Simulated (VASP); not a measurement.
Set up this calculation in VASP 6.6.1, as the native input.

* Task: single point
* Functional: PBE
* Potentials or basis: VASP PAW PBE potentials, release 64 (Si, W_sv)
* Cutoff: 520 eV
* k mesh: 8 × 8 × 10
* Occupations: gaussian, width 0.02 eV
* Spin: no spin polarisation
* Dipole correction: no
* Further INCAR settings: ALGO = Normal; EDIFF = 1e-07; NBANDS = 18

The structure of Si2W lies in POSCAR:

```
Si2W
1.0
   -1.6152928746      1.6152928746      3.9314091731
    1.6152928746     -1.6152928746      3.9314091731
    1.6152928746      1.6152928746     -3.9314091731
Si W
2 1
Direct
    0.3348423132      0.3348423132      0.0000000000
    0.6651576868      0.6651576868      0.0000000000
    0.0000000000      0.0000000000      0.0000000000
```

One way to write it, as run:

INCAR

```
SYSTEM = Si2W
  PREC = Accurate
  ENCUT = 520
  EDIFF = 1E-7
  ISMEAR = 0
  SIGMA = 0.02
  LREAL = .False.
  LASPH = .True.
  NELM = 100
  ALGO = Normal
  ISIF = 2
  LWAVE = .False.
  LCHARG = .False.
  GGA = PE
  NBANDS = 18
```

KPOINTS

```
Automatic mesh
0
Gamma
  8 8 10
  0 0 0
```

Potentials or basis: VASP PAW PBE potentials, release 64 (Si, W_sv).

The run is started by

```bash
$ cat potpaw_PBE.64/Si/POTCAR potpaw_PBE.64/W_sv/POTCAR > POTCAR
$ mpirun -np 1 vasp_std > vasp.out
```

Results of the run:

```
Pressure               : 0.1 GPa
Largest force          : 0.038 eV/Å
Band gap on the k mesh : zero (bands 11 and 12 overlap by 1.16 eV)
```

Caveat: spin-orbit coupling is left out, which moves the levels of the heavy elements.

Wall time 2.5 min on 1 thread of Intel(R) Xeon(R) Platinum 8259CL CPU @ 2.50GHz (Skylake/Cascade Lake) (shared host), peak memory 0.28 GiB.
